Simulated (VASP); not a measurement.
A run of VASP 6.6.1 is set up as follows.

Contents of INCAR:

```
PREC = Accurate ; ENCUT = 520
EDIFF = 1E-6 ; ISMEAR = 0
SIGMA = 0.0065 ; LREAL = False
LASPH = True ; NELM = 80
ALGO = Normal ; ISIF = 2
LWAVE = False ; LCHARG = False
GGA = PE ; NBANDS = 17
```

The input KPOINTS:

```
regular mesh
0
Gamma
  6 6 4
```

POSCAR

```
PbS
1.0
    4.0896976867      0.0000000000      0.0000000000
   -2.0448488433      3.5417820905      0.0000000000
    0.0000000000      0.0000000000      3.7881670000
Pb S
1 1
Direct
    0.0000000000      0.0000000000      0.0000000000
    0.6666666667      0.3333333333      0.5000000000
```

Potentials or basis: VASP PAW PBE potentials, release 64 (Pb_d, S).

Launch:

```console
$ cat potpaw_PBE.64/Pb_d/POTCAR potpaw_PBE.64/S/POTCAR > POTCAR
$ mpirun -np 1 vasp_std > vasp.out
```

(1) Estimate the band gap on the k mesh.

(2) Predict the pressure.

## Answers

(1) zero (band 10 reaches 5.28 eV, above the bottom of band 11 at 4.87 eV).

(2) -0.5 GPa.

Caveat: the k points lie up to 0.41 Å⁻¹ apart; spin-orbit coupling is left out, which moves the levels of the heavy elements.
